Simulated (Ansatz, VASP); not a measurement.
# One calculation of KTaO3, two programs

File INCAR:

```
SYSTEM = KTaO3
ALGO = Normal ; EDIFF = 1E-7
ENCUT = 520 ; GGA = PS
ISIF = 2 ; ISMEAR = 0
LASPH = .TRUE. ; LCHARG = .FALSE.
LREAL = .FALSE. ; LWAVE = .FALSE.
NBANDS = 27 ; NELM = 100
PREC = Accurate ; SIGMA = 0.05
```

File KPOINTS:

```
k-points
0
G
  8 8 8
  0 0 0
```

The input POSCAR:

```
KTaO3
1.0
    3.6864562343      0.0000000000      0.0000000000
    0.0000000000      3.9853580911      0.0000000000
    0.0000000000      0.0000000000      3.7661633961
K Ta O
1 1 3
Direct
    0.5000000000      0.5000000000      0.5000000000
    0.0000000000      0.0000000000      0.0000000000
    0.5000000000      0.0000000000      0.0000000000
    0.0000000000      0.5000000000      0.0000000000
    0.0000000000      0.0000000000      0.5000000000
```

Input for Ansatz:

```yaml
crystal:
  lattice:
    - [3.6864562343, 0.0, 0.0]
    - [0.0, 3.9853580911, 0.0]
    - [0.0, 0.0, 3.7661633961]
  atoms:
    - { symbol: K, position: [0.5, 0.5, 0.5] }
    - { symbol: Ta, position: [0.0, 0.0, 0.0] }
    - { symbol: O, position: [0.5, 0.0, 0.0] }
    - { symbol: O, position: [0.0, 0.5, 0.0] }
    - { symbol: O, position: [0.0, 0.0, 0.5] }
basis:
  ecutwfc: 520.0
kpoints:
  mp_grid: { grid: [8, 8, 8] }
hamiltonian:
  xc: pbesol
  pseudopotentials: { kind: paw }
scf:
  occupations: { method: gaussian, width: 0.05 }
output:
  forces: true
  stress: true
  eigenvalues: true
```

Change from the starting cell: normal strain along x -0.0750, normal strain along z -0.0550.

Alike in both runs: task single point; functional PBEsol; k mesh 8 × 8 × 8; occupations gaussian, width 0.05 eV; no spin polarisation.

|  | VASP | Ansatz |
| --- | --- | --- |
| version | VASP 6.6.1 | Ansatz 0.2.0 |
| potentials or method | VASP PAW PBE potentials, release 64 (K_sv, Ta_pv, O), cutoff 520 eV | scalar-relativistic, plane waves, PAW |
| valence electrons in the cell | 38 | 40 |

```tsv
	VASP	Ansatz	Ansatz less VASP
gap on the k mesh at the Fermi level (eV)	2.23	2.28	+0.054
least direct gap on the mesh (eV)	2.62	2.67	+0.045
pressure (GPa)	41.0	39.3	-1.63
traceless stress, the component that is largest in VASP (GPa)	-27.11	-26.55	+0.561
```

VASP's potentials were made for PBE, not for PBEsol. Both programs put the cell under a high pressure, so it lies far from rest at this level. The functional is the same, so the differences come from potentials, cutoffs and numerics. VASP's potentials hold 38 valence electrons a cell and Ansatz's 40, so a difference there can come from the potentials and not from the codes.

Neither program's run includes spin-orbit coupling.
